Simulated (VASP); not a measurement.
# NaI (rocksalt type) (Imm2) in VASP: single point with PBE

Aim: the single point of NaI (rocksalt type) with PBE.

All numbers are computed with VASP 6.6.1; they aren't measurements. Logs are shortened: lines on timing, memory, paths and dates and some standing lists are left out, and cuts for length are marked.

## 1. The cell of the first run

The structure is orthorhombic, space group Imm2 (No. 44). Conventional cell: a = 4.616 Å, b = 6.528 Å, c = 4.616 Å, α = 90.00°, β = 90.00°, γ = 90.00°. Within 4.2 Å of Na (site symmetry mm2) lie 6 I at 3.21 to 3.32 Å. Within 4.2 Å of I (site symmetry mm2) lie 6 Na at 3.21 to 3.32 Å.

## 2. Single point, PBE (atom 2 (I) moved by [0.056569, 0.056569, 0.0] A)

Input file INCAR:

```
SYSTEM = NaI
ALGO = Normal ; EDIFF = 1E-6
ENCUT = 520 ; GGA = PE
ISIF = 2 ; ISMEAR = -1
LASPH = .TRUE. ; LCHARG = .TRUE.
LELF = .TRUE. ; LREAL = .FALSE.
LVHAR = .TRUE. ; LWAVE = .FALSE.
NBANDS = 14 ; NELM = 80
PREC = Accurate ; SIGMA = 0.08
```

Input file KPOINTS:

```
k-points
0
G
  11 11 11
  0 0 0
```

Input file POSCAR:

```
NaI
1.0
    0.0000000000      3.2642389549      3.2642389549
    3.2642389549      0.0000000000      3.2642389549
    3.2642389549      3.2642389549      0.0000000000
Na I
1 1
Direct
    0.0000000000      0.0000000000      0.0000000000
    0.5000000000      0.5000000000      0.5173299200
```

Potentials or basis: VASP PAW PBE potentials, release 64 (Na_pv, I).

The run is started by

```bash
cat potpaw_PBE.64/Na_pv/POTCAR potpaw_PBE.64/I/POTCAR > POTCAR
mpirun -np 1 vasp_std > vasp.out
```

OUTCAR:

```text
SYSTEM = NaI
   EDIFF = 1E-6
   ENCUT = 520
   GGA = PE
   ISIF = 2
   ISMEAR = -1
   LASPH = .TRUE.
   LREAL = .FALSE.
   NELM = 80
   PREC = Accurate

 ion  position               nearest neighbor table
   1  0.000  0.000  0.000-
   2  0.500  0.500  0.517-

  LATTYP: Found a face centered cubic cell.
 ALAT       =     6.5284779098

  Lattice vectors:

 A1 = (   0.0000000000,   3.2642389549,   3.2642389549)
 A2 = (   3.2642389549,   0.0000000000,   3.2642389549)
 A3 = (   3.2642389549,   3.2642389549,   0.0000000000)

Analysis of symmetry for initial positions (statically):
=====================================================================
 Subroutine PRICEL returns:
 Original cell was already a primitive cell.

 Routine SETGRP: Setting up the symmetry group for a
 face centered cubic supercell.

 Subroutine GETGRP returns: Found  4 space group operations
 (whereof  4 operations were pure point group operations)
 out of a pool of 48 trial point group operations.

The static configuration has the point symmetry C_2v.

Analysis of symmetry for dynamics (positions and initial velocities):
=====================================================================
 Subroutine PRICEL returns:
 Original cell was already a primitive cell.

 Routine SETGRP: Setting up the symmetry group for a
 face centered cubic supercell.

 Subroutine GETGRP returns: Found  4 space group operations
 (whereof  4 operations were pure point group operations)
 out of a pool of 48 trial point group operations.

The dynamic configuration has the point symmetry C_2v.

 Subroutine INISYM returns: Found  4 space group operations
 (whereof  4 operations are pure point group operations),
 and found     1 'primitive' translations

----------------------------------------------------------------------------------------

                                     Primitive cell

  volume of cell :      69.5626

  direct lattice vectors                    reciprocal lattice vectors
     0.000000000  3.264238955  3.264238955    -0.153175061  0.153175061  0.153175061
     3.264238955  0.000000000  3.264238955     0.153175061 -0.153175061  0.153175061
     3.264238955  3.264238955  0.000000000     0.153175061  0.153175061 -0.153175061

  length of vectors
     4.616331001  4.616331001  4.616331001     0.265306988  0.265306988  0.265306988

  position of ions in fractional coordinates (direct lattice)
     0.000000000  0.000000000  0.000000000
[... 80 lines left out ...]
   EDIFFG = 0.1E-04   stopping-criterion for IOM
   NSW    =      0    number of steps for IOM
   IBRION =     -1    ionic relax: 0-MD 1-quasi-New 2-CG
   NFREE  =      0    steps in history (QN), initial steepest desc. (CG)
   ISIF   =      2    stress and relaxation
   ISYM   =      2    0-nonsym 1-usesym 2-fastsym
   POTIM  = 0.5000    time-step for ionic-motion
   TEBEG  =    0.0;   TEEND  =   0.0 temperature during run
   PSTRESS=    0.0 pullay stress
   NELECT =      14.0000    total number of electrons
   NUPDOWN=      -1.0000    fix difference up-down
   EMIN   =  10.00;   EMAX   =-10.00  energy-range for DOS
   EFERMI =   0.00;   METHOD = LEGACY
   ISMEAR =    -1;   SIGMA  =   0.08  broadening in eV -4-tet -1-fermi 0-gaus
   EFERMI_NEDOS =   21; number of points for ismear=-14 and -15
   IALGO  =     38    algorithm
   IMIX   =      4    mixing-type and parameters
     AMIX     =   0.40;   BMIX     =  1.00
     AMIX_MAG =   1.60;   BMIX_MAG =  1.00
  volume/ion in A,a.u.               =      34.78       234.72
  Fermi-wavevector in a.u.,A,eV,Ry     =   0.959383  1.812972 12.523029  0.920417
  Thomas-Fermi vector in A             =   2.088575
   LORBIT       =      0    0 simple, 1 ext, 2 COOP (PROOUT), +10 PAW based schemes
   GGA     = PE    functional components
   LHFCALC =     F    Hartree Fock is set to
   AEXX    =    0.0000 exact exchange contribution
   IVDW    =     0    specifies the selected vdW correction
   LEPSILON=     F    determine dielectric tensor
   LRPA    =     F    only Hartree local field effects (RPA)
 non-spin polarized calculation
  energy-cutoff  :      520.00
  volume of cell :       69.56
 maximum number of plane-waves:      1893
   NGX = 17   NGY = 17   NGZ = 17

 number of electron      13.9999993 magnetization

 Free energy of the ion-electron system (eV)
  ---------------------------------------------------
  ext. energy  EPLUGINS =         0.00000000
  ---------------------------------------------------
  free energy    TOTEN  =        -5.38508918 eV

  energy without entropy =       -5.38508918  energy(sigma->0) =       -5.38508918

 E-fermi :   2.4248     XC(G=0):  -7.6010

 val. band max:        0.6305988795   @ k =   0.0000   0.0000   0.0000
 cond. band min:       4.2055377991   @ k =   0.0000   0.0000   0.0000
 fundamental gap:      3.5749389196
 Fermi energy:         2.4247840062

 k-point     1 :       0.0000    0.0000    0.0000
  band No.  band energies     occupation
      1     -21.8387      2.00000
      2     -21.8385      2.00000
      3     -21.8385      2.00000
      4     -10.3232      2.00000
      5       0.6281      2.00000
      6       0.6305      2.00000
      7       0.6306      2.00000
      8       4.2055      0.00000
      9       8.5585      0.00000
     10       8.5587      0.00000
     11       8.5616      0.00000
     12      10.3383      0.00000
     13      10.3412      0.00000
     14      11.0428      0.00000
[... 377 lines left out ...]
      1     -21.8421      2.00000
      2     -21.8390      2.00000
      3     -21.8388      2.00000
      4     -10.0986      2.00000
      5      -1.0356      2.00000
      6       0.3456      2.00000
      7       0.3479      2.00000
      8       5.9055      0.00000
      9       7.8706      0.00000
     10       8.3186      0.00000
     11       8.5395      0.00000
     12      10.5281      0.00000
     13      11.2652      0.00000
     14      11.4770      0.00000

 [... further k-points ...]
[... 5 lines left out ...]
  --------------------------------------------------------------------------------------
  -------------------------------------------------------------------------------------
  Total        0.0335633      0.0335633      0.0101622     -0.0041257      0.0000000      0.0000000
  in kB        0.7730359      0.7730359      0.2340574     -0.0950241      0.0000000      0.0000000
  external PRESSURE =       0.5933764 kB  Pullay stress =       0.0000000 kB

 VOLUME and BASIS-vectors are now :
 -----------------------------------------------------------------------------
  energy-cutoff  :      520.00
  volume of cell :       69.56
      direct lattice vectors                 reciprocal lattice vectors
     0.000000000  3.264238955  3.264238955    -0.153175061  0.153175061  0.153175061
     3.264238955  0.000000000  3.264238955     0.153175061 -0.153175061  0.153175061
     3.264238955  3.264238955  0.000000000     0.153175061  0.153175061 -0.153175061

 POSITION                                       TOTAL-FORCE (eV/Angst)
 -----------------------------------------------------------------------------------
      0.00000      0.00000      0.00000         0.043877      0.043877      0.000000
      3.32081      3.32081      3.26424        -0.043877     -0.043877      0.000000
 -----------------------------------------------------------------------------------
    total drift:                               -0.000072     -0.000072      0.000000

  FREE ENERGIE OF THE ION-ELECTRON SYSTEM (eV)
  ---------------------------------------------------
  free  energy   TOTEN  =        -5.3850891760 eV

  energy  without entropy=       -5.3850891759  energy(sigma->0) =       -5.38508918
```

Wall time 3.4 min (1 thread of Oxide Virtual Turin-like, shared host); peak memory 0.31 GiB.

What came out:

| Item | Value |
| --- | --- |
| Free energy | -5.3851 eV |
| Pressure | 0.1 GPa |
| Largest force | 0.062 eV/Å |
| Band gap on the k mesh | 3.57 eV |

Forces on the atoms (eV/Å):
```
Na   0.044  0.044  0.000
I   -0.044 -0.044  0.000
```

Levels at points of the mesh, in eV from the valence-band top:
| k point | band 5 | band 6 | band 7 | band 8 | band 9 | band 10 |
| --- | --- | --- | --- | --- | --- | --- |
| (0.00, 0.00, 0.00) | 0.00 | 0.00 | 0.00 | 3.57 | 7.93 | 7.93 |

Caveat: the cell differs from its parent crystal (atom 2 (I) moved by [0.056569, 0.056569, 0.0] A); spin-orbit coupling is left out, which moves the levels of the heavy elements. A k mesh can miss the band edges.
